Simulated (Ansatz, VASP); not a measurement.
One calculation of InAs, two programs

The input POSCAR:

```
InAs
1.0
    0.0000000000      2.9629527589      2.9629527589
    2.9629527589      0.0000000000      2.9629527589
    2.9629527589      2.9629527589      0.0000000000
In As
1 1
Direct
    0.0000000000      0.0000000000      0.0000000000
    0.2500000000      0.2500000000      0.2500000000
```

Contents of INCAR.step1:

```
PREC = Accurate
ENCUT = 520
ISMEAR = -1
SIGMA = 0.02
LREAL = F
LASPH = T
NELM = 150
MAGMOM = 0 0 0 0 0 0
LSORBIT = T
GGA_COMPAT = F
NBANDS = 30
GGA = PE
ALGO = Normal
EDIFF = 1E-4
LWAVE = T
LCHARG = F
```

The input INCAR.step2:

```
PREC = Accurate
ENCUT = 520
EDIFF = 1E-6
ISMEAR = -1
SIGMA = 0.02
LREAL = F
LASPH = T
NELM = 150
ALGO = Normal
ISIF = 2
LWAVE = F
LCHARG = T
MAGMOM = 0 0 0 0 0 0
LORBIT = 11
LSORBIT = T
GGA_COMPAT = F
LORBMOM = T
METAGGA = R2SCAN
LMIXTAU = T
LVHAR = T
NBANDS = 30
ISTART = 1
```

The input KPOINTS:

```
Automatic mesh
0
Gamma
  8 8 8
```

Input for Ansatz:

```yaml
crystal:
  lattice:
    - [0.0, 2.9629527589, 2.9629527589]
    - [2.9629527589, 0.0, 2.9629527589]
    - [2.9629527589, 2.9629527589, 0.0]
  atoms:
    - { symbol: In, position: [0.0, 0.0, 0.0] }
    - { symbol: As, position: [0.25, 0.25, 0.25] }
kpoints:
  mp_grid: { grid: [8, 8, 8] }
  band_path:
    path:
      - [0.0, 0.0, 0.0]
      - [-0.5, -0.5, 0.0]
      - [-0.375, -0.375, 0.25]
      - [-0.375, 0.0, 0.375]
      - [0.0, 0.0, 0.5]
      - [-0.5, -0.25, 0.25]
    npoints: 1
hamiltonian:
  xc: r2scan
scf:
  occupations: { method: fermi_dirac, width: 0.02 }
  n_extra_bands: 8
magnetization:
  noncollinear: true
  spin_orbit: true
output:
  forces: true
  stress: true
  eigenvalues: true
```

Change from the starting cell: hydrostatic strain -3.0%.

Alike in both runs: task single point; functional r2SCAN; k mesh 8 × 8 × 8; occupations fermi-dirac, width 0.02 eV; non-collinear spin, spin-orbit coupling.

|  | VASP | Ansatz |
| --- | --- | --- |
| version | VASP 6.6.1 | Ansatz 0.2.0 |
| potentials or method | VASP PAW PBE potentials, release 64 (In_d, As) | plane waves, PAW |
| plane-wave cutoff (eV) | 520 | 500 |
| valence electrons in the cell | 18 | 28 |

|  | VASP | Ansatz | Ansatz less VASP |
| --- | --- | --- | --- |
| pressure (GPa) | 6.4 | 6.4 | -0.01 |

VASP's potentials were made for PBE, not for r2SCAN. The functional is the same, so the differences come from potentials, cutoffs and numerics. VASP's potentials hold 18 valence electrons a cell and Ansatz's 28, so a difference there can come from the potentials and not from the codes.
